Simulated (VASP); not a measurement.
# Tl2SnH4 (R-3m) in VASP: single point with PBE

Aim: the single point of Tl2SnH4 with PBE.

All numbers are computed with VASP 6.6.1; they aren't measurements. Logs are shortened: lines on timing, memory, paths and dates and some standing lists are left out, and cuts for length are marked.

### 1 The cell of the first run

Symmetry: R-3m, No. 166, trigonal system. Conventional cell: a = 4.133 Å, b = 4.133 Å, c = 17.091 Å, α = 90.00°, β = 90.00°, γ = 120.00°. Tl (site symmetry 3m) has 12 H at 2.39 to 3.37 Å and 3 Tl at 2.41 Å and 1 Sn at 2.67 Å within 3.4 Å. Within 2.7 Å of Sn (site symmetry -3m) lie 6 H at 2.07 Å and 2 Tl at 2.67 Å. Within 3.2 Å of H (site symmetry -3m) lie 6 Tl at 2.39 Å and 6 H at 3.09 Å. H (site symmetry 2/m) has 2 Sn at 2.07 Å and 4 H at 2.07 Å within 2.7 Å.

The cell was generated, and may not be a known phase.

### 2 Single point, PBE

INCAR

```
PREC = Accurate
ENCUT = 520
EDIFF = 1E-6
ISMEAR = 0
SIGMA = 0.1
LREAL = F
LASPH = T
NELM = 60
ALGO = Normal
ISIF = 2
LWAVE = F
LCHARG = F
GGA = PE
NBANDS = 31
```

KPOINTS

```
Automatic mesh
0
Gamma
  6 6 6
```

POSCAR

```
Tl2SnH4
1.0
    2.0663290400      1.1929956300      5.6971228400
   -2.0663290400      1.1929956300      5.6971228400
    0.0000000000     -2.3859912600      5.6971228400
Tl Sn H
2 1 4
Direct
    0.1560902100      0.1560902100      0.1560902100
    0.8439097900      0.8439097900      0.8439097900
    0.0000000000      0.0000000000      0.0000000000
    0.5000000000      0.5000000000      0.5000000000
    0.5000000000      0.5000000000      0.0000000000
    0.0000000000      0.5000000000      0.5000000000
    0.5000000000      0.0000000000      0.5000000000
```

Potentials or basis: VASP PAW PBE potentials, release 64 (Tl_d, Sn_d, H).

Command:

```bash
$ cat potpaw_PBE.64/Tl_d/POTCAR potpaw_PBE.64/Sn_d/POTCAR potpaw_PBE.64/H/POTCAR > POTCAR
$ mpirun -np 1 vasp_std > vasp.out
```

OUTCAR:

```text
PREC = Accurate
   ENCUT = 520
   EDIFF = 1E-6
   ISMEAR = 0
   LREAL = F
   LASPH = T
   NELM = 60
   ISIF = 2
   GGA = PE

 ion  position               nearest neighbor table
   1  0.156  0.156  0.156-   4 2.39   4 2.39   4 2.39   2 2.41   2 2.41   2 2.41   3 2.67   3 3.86
                             3 3.86   3 3.86
   2  0.844  0.844  0.844-   4 2.39   4 2.39   4 2.39   1 2.41   1 2.41   1 2.41   3 2.67   3 3.86
                             3 3.86   3 3.86
   3  0.000  0.000  0.000-   5 2.07   5 2.07   6 2.07   6 2.07   7 2.07   7 2.07   1 2.67   2 2.67
                             2 3.86   1 3.86   1 3.86   2 3.86   2 3.86   1 3.86
   4  0.500  0.500  0.500-   1 2.39   1 2.39   2 2.39   2 2.39   1 2.39   2 2.39
   5  0.500  0.500  0.000-   3 2.07   3 2.07
   6  0.000  0.500  0.500-   3 2.07   3 2.07
   7  0.500  0.000  0.500-   3 2.07   3 2.07

  LATTYP: Found a trigonal (rhomboedric) cell.
 ALAT       =     6.1765818159
 COS(alpha) =     0.7761626485

  Lattice vectors:

 A1 = (   2.0663290400,   1.1929956300,   5.6971228400)
 A2 = (  -2.0663290400,   1.1929956300,   5.6971228400)
 A3 = (   0.0000000000,  -2.3859912600,   5.6971228400)

Analysis of symmetry for initial positions (statically):
=====================================================================
 Subroutine PRICEL returns:
 Original cell was already a primitive cell.

 Routine SETGRP: Setting up the symmetry group for a
 trigonal (rhombohedral) supercell.

 Subroutine GETGRP returns: Found 12 space group operations
 (whereof 12 operations were pure point group operations)
 out of a pool of 12 trial point group operations.

The static configuration has the point symmetry D_3d.

Analysis of symmetry for dynamics (positions and initial velocities):
=====================================================================
 Subroutine PRICEL returns:
 Original cell was already a primitive cell.

 Routine SETGRP: Setting up the symmetry group for a
 trigonal (rhombohedral) supercell.

 Subroutine GETGRP returns: Found 12 space group operations
 (whereof 12 operations were pure point group operations)
 out of a pool of 12 trial point group operations.

The dynamic configuration has the point symmetry D_3d.

 Subroutine INISYM returns: Found 12 space group operations
 (whereof 12 operations are pure point group operations),
 and found     1 'primitive' translations

----------------------------------------------------------------------------------------

                                     Primitive cell

  volume of cell :      84.2646

  direct lattice vectors                    reciprocal lattice vectors
     2.066329040  1.192995630  5.697122840     0.241975015  0.139704340  0.058509065
    -2.066329040  1.192995630  5.697122840    -0.241975015  0.139704340  0.058509065
     0.000000000 -2.385991260  5.697122840     0.000000000 -0.279408679  0.058509065

  length of vectors
     6.176581816  6.176581816  6.176581817     0.285468949  0.285468949  0.285468949

  position of ions in fractional coordinates (direct lattice)
     0.156090210  0.156090210  0.156090210
     0.843909790  0.843909790  0.843909790
     0.000000000  0.000000000  0.000000000
     0.500000000  0.500000000  0.500000000
     0.500000000  0.500000000  1.000000000
     1.000000000  0.500000000  0.500000000
     0.500000000  1.000000000  0.500000000

  ion indices of the primitive-cell ions
   primitive index   ion index
                 1           1
                 2           2
                 3           3
                 4           4
                 5           5
                 6           6
                 7           7

----------------------------------------------------------------------------------------

 KPOINTS: Automatic mesh

Automatic generation of k-mesh.
 Grid dimensions read from file:
 generate k-points for:    6    6    6

 Generating k-lattice:

  Cartesian coordinates                     Fractional coordinates (reciprocal lattice)
     0.040329169  0.023284057  0.009751511     0.166666667  0.000000000 -0.000000000
    -0.040329169  0.023284057  0.009751511     0.000000000  0.166666667 -0.000000000
     0.000000000 -0.046568113  0.009751511    -0.000000000 -0.000000000  0.166666667

  Length of vectors
     0.047578158  0.047578158  0.047578158

  Shift w.r.t. Gamma in fractional coordinates (k-lattice)
     0.000000000  0.000000000  0.000000000

 Subroutine IBZKPT returns following result:
 ===========================================

 Found     32 irreducible k-points:

 Following reciprocal coordinates:
            Coordinates               Weight
  0.000000  0.000000  0.000000      1.000000
  0.166667  0.000000 -0.000000      6.000000
  0.333333  0.000000 -0.000000      6.000000
  0.500000  0.000000 -0.000000      3.000000
  0.166667  0.166667 -0.000000      6.000000
  0.333333  0.166667  0.000000     12.000000
[... 16 lines left out ...]
  0.500000  0.500000  0.166667      6.000000
 -0.333333  0.500000  0.166667     12.000000
 [... further k-points ...]
   k-points           NKPTS =     32   k-points in BZ     NKDIM =     32   number of bands    NBANDS=     31
   number of dos      NEDOS =    301   number of ions     NIONS =      7
   total plane-waves  NPLWV = 110592
   dimension x,y,z NGX =    48 NGY =   48 NGZ =   48
   dimension x,y,z NGXF=    96 NGYF=   96 NGZF=   96
   ions per type =               2   1   4
   NGX,Y,Z   is equivalent  to a cutoff of  12.92, 12.92, 12.92 a.u.
   NGXF,Y,Z  is equivalent  to a cutoff of  25.84, 25.84, 25.84 a.u.
 SYSTEM =  unknown system
   PREC   = accura    normal or accurate (medium, high low for compatibility)
   ISTART =      0    job   : 0-new  1-cont  2-samecut
   ICHARG =      2    charge: 1-file 2-atom 10-const
   ISPIN  =      1    spin polarized calculation?
   LNONCOLLINEAR =      F non collinear calculations
   LSORBIT =      F    spin-orbit coupling
   LASPH  =      T    aspherical Exc in radial PAW
   ENCUT  =  520.0 eV  38.22 Ry    6.18 a.u.  11.48 11.48 11.48*2*pi/ulx,y,z
   NELM   =     60;   NELMIN=  2; NELMDL= -5     # of ELM steps
   EDIFF  = 0.1E-05   stopping-criterion for ELM
   LREAL  =      F    real-space projection
[... 7 lines left out ...]
   TEBEG  =    0.0;   TEEND  =   0.0 temperature during run
   PSTRESS=    0.0 pullay stress
   NELECT =      44.0000    total number of electrons
   NUPDOWN=      -1.0000    fix difference up-down
   EMIN   =  10.00;   EMAX   =-10.00  energy-range for DOS
   EFERMI =   0.00;   METHOD = LEGACY
   ISMEAR =     0;   SIGMA  =   0.10  broadening in eV -4-tet -1-fermi 0-gaus
   EFERMI_NEDOS =   21; number of points for ismear=-14 and -15
   IALGO  =     38    algorithm
   IMIX   =      4    mixing-type and parameters
     AMIX     =   0.40;   BMIX     =  1.00
     AMIX_MAG =   1.60;   BMIX_MAG =  1.00
  volume/ion in A,a.u.               =      12.04        81.24
  Fermi-wavevector in a.u.,A,eV,Ry     =   1.318289  2.491205 23.645377  1.737886
  Thomas-Fermi vector in A             =   2.448270
   LORBIT       =      0    0 simple, 1 ext, 2 COOP (PROOUT), +10 PAW based schemes
   GGA     = PE    functional components
   LHFCALC =     F    Hartree Fock is set to
   AEXX    =    0.0000 exact exchange contribution
   IVDW    =     0    specifies the selected vdW correction
   LEPSILON=     F    determine dielectric tensor
   LRPA    =     F    only Hartree local field effects (RPA)
 non-spin polarized calculation
 Gauss-broadening in eV      SIGMA  =   0.10
  energy-cutoff  :      520.00
  volume of cell :       84.26
 maximum number of plane-waves:      2295
 NGX is ok and might be reduce to    48
   NGX = 23   NGY = 23   NGZ = 23

 number of electron      44.0000004 magnetization

 Free energy of the ion-electron system (eV)
  ---------------------------------------------------
  ext. energy  EPLUGINS =         0.00000000
  ---------------------------------------------------
  free energy    TOTEN  =       -12.23077640 eV

  energy without entropy =      -12.22019826  energy(sigma->0) =      -12.22548733

 E-fermi :   7.8344     XC(G=0): -10.7976

 val. band max:        7.8086615572   @ k =  -0.3333   0.3333   0.3333
 cond. band min:       7.8386051487   @ k =   0.3333   0.1667   0.1667
 fundamental gap:      0.0299435915
 Fermi energy:         7.8343814764

 k-point     1 :       0.0000    0.0000    0.0000
  band No.  band energies     occupation
      1     -14.0215      2.00000
      2     -13.8420      2.00000
      3     -13.8420      2.00000
      4     -13.7983      2.00000
      5     -13.7983      2.00000
      6      -6.7307      2.00000
[... 23 lines left out ...]
     30      14.4835      0.00000
     31      15.7166      0.00000

 k-point     2 :       0.1667    0.0000   -0.0000
  band No.  band energies     occupation
      1     -14.0157      2.00000
      2     -13.8447      2.00000
      3     -13.8426      2.00000
      4     -13.7971      2.00000
      5     -13.7869      2.00000
      6      -6.6303      2.00000
[... 23 lines left out ...]
     30      15.8874      0.00000
     31      16.0834      0.00000

 k-point     3 :       0.3333    0.0000   -0.0000
  band No.  band energies     occupation
      1     -14.0046      2.00000
      2     -13.8502      2.00000
      3     -13.8437      2.00000
      4     -13.7943      2.00000
      5     -13.7639      2.00000
      6      -6.7789      2.00000
[... 23 lines left out ...]
     30      17.0397      0.00000
     31      18.2053      0.00000

 k-point     4 :       0.5000    0.0000   -0.0000
  band No.  band energies     occupation
      1     -13.9994      2.00000
      2     -13.8530      2.00000
      3     -13.8443      2.00000
      4     -13.7926      2.00000
      5     -13.7524      2.00000
      6      -6.9290      2.00000
[... 23 lines left out ...]
     30      17.6793      0.00000
     31      18.2241      0.00000

 k-point     5 :       0.1667    0.1667   -0.0000
  band No.  band energies     occupation
      1     -14.0154      2.00000
      2     -13.8445      2.00000
      3     -13.8431      2.00000
      4     -13.7971      2.00000
      5     -13.7869      2.00000
      6      -6.6310      2.00000
[... 23 lines left out ...]
     30      15.5114      0.00000
     31      16.1442      0.00000
[... 542 lines left out ...]
     30      17.7980      0.00000
     31      18.0750      0.00000

 k-point    22 :      -0.1667    0.3333    0.1667
  band No.  band energies     occupation
      1     -13.9984      2.00000
      2     -13.8511      2.00000
      3     -13.8464      2.00000
      4     -13.7865      2.00000
      5     -13.7594      2.00000
      6      -7.0904      2.00000
[... 23 lines left out ...]
     30      16.8163      0.00000
     31      17.7924      0.00000

 k-point    23 :       0.5000    0.5000    0.1667
  band No.  band energies     occupation
      1     -14.0031      2.00000
      2     -13.8498      2.00000
      3     -13.8455      2.00000
      4     -13.7941      2.00000
      5     -13.7639      2.00000
      6      -6.7780      2.00000
[... 23 lines left out ...]
     30      15.8870      0.00000
     31      16.5608      0.00000

 k-point    24 :      -0.3333    0.5000    0.1667
  band No.  band energies     occupation
      1     -13.9976      2.00000
      2     -13.8510      2.00000
      3     -13.8472      2.00000
      4     -13.7865      2.00000
      5     -13.7593      2.00000
      6      -7.0904      2.00000
[... 23 lines left out ...]
     30      17.5182      0.00000
     31      17.6050      0.00000

 [... further k-points ...]
[... 5 lines left out ...]
  --------------------------------------------------------------------------------------
  -------------------------------------------------------------------------------------
  Total       22.8768149     22.8768150     14.8805241      0.0000000     -0.0000000      0.0000000
  in kB      434.9716721    434.9716739    282.9330257      0.0000000     -0.0000000      0.0000000
  external PRESSURE =     384.2921239 kB  Pullay stress =       0.0000000 kB

 VOLUME and BASIS-vectors are now :
 -----------------------------------------------------------------------------
  energy-cutoff  :      520.00
  volume of cell :       84.26
      direct lattice vectors                 reciprocal lattice vectors
     2.066329040  1.192995630  5.697122840     0.241975015  0.139704340  0.058509065
    -2.066329040  1.192995630  5.697122840    -0.241975015  0.139704340  0.058509065
     0.000000000 -2.385991260  5.697122840     0.000000000 -0.279408679  0.058509065

 POSITION                                       TOTAL-FORCE (eV/Angst)
 -----------------------------------------------------------------------------------
      0.00000      0.00000      2.66780         0.000000     -0.000000     -1.066618
      0.00000      0.00000     14.42357         0.000000      0.000000      1.066618
      0.00000      0.00000      0.00000         0.000000     -0.000000     -0.000000
      0.00000      0.00000      8.54568         0.000000     -0.000000     -0.000000
      0.00000      1.19300      5.69712         0.000000     -0.000000     -0.000000
     -1.03316     -0.59650      5.69712        -0.000000     -0.000000     -0.000000
      1.03316     -0.59650      5.69712         0.000000     -0.000000     -0.000000
 -----------------------------------------------------------------------------------
    total drift:                                0.000000      0.000000     -0.000000

  FREE ENERGIE OF THE ION-ELECTRON SYSTEM (eV)
  ---------------------------------------------------
  free  energy   TOTEN  =       -12.2307763973 eV

  energy  without entropy=      -12.2201982609  energy(sigma->0) =      -12.22548733
```

Run time: 2.1 min. Hardware: 1 thread of Intel Xeon Platinum 8375C at 2.90GHz (Ice Lake), shared host; peak memory 0.37 GiB.

What came out:

```
Free energy            : -12.2308 eV
Pressure               : 38.4 GPa
Largest force          : 1.067 eV/Å
Band gap on the k mesh : zero (bands 22 and 23 overlap by 2.32 eV)
```

Forces in eV/Å, atoms in the order of the input:
```
Tl   0.000  0.000 -1.067
Tl   0.000  0.000  1.067
Sn   0.000  0.000  0.000
H    0.000  0.000  0.000
H    0.000  0.000  0.000
H    0.000  0.000  0.000
H    0.000  0.000  0.000
```

Stress tensor (GPa, compression positive):
```
43.50  0.00  0.00
 0.00 43.50  0.00
 0.00  0.00 28.29
```

Caveat: the stress differs along the axes, from 28 to 43 GPa; spin-orbit coupling is left out, which moves the levels of the heavy elements; forces of over 1 eV/Å act on the atoms, so gaps and moduli don't describe the material at rest.

The gap in the log of VASP goes by the Fermi energy; the results here count the filled bands.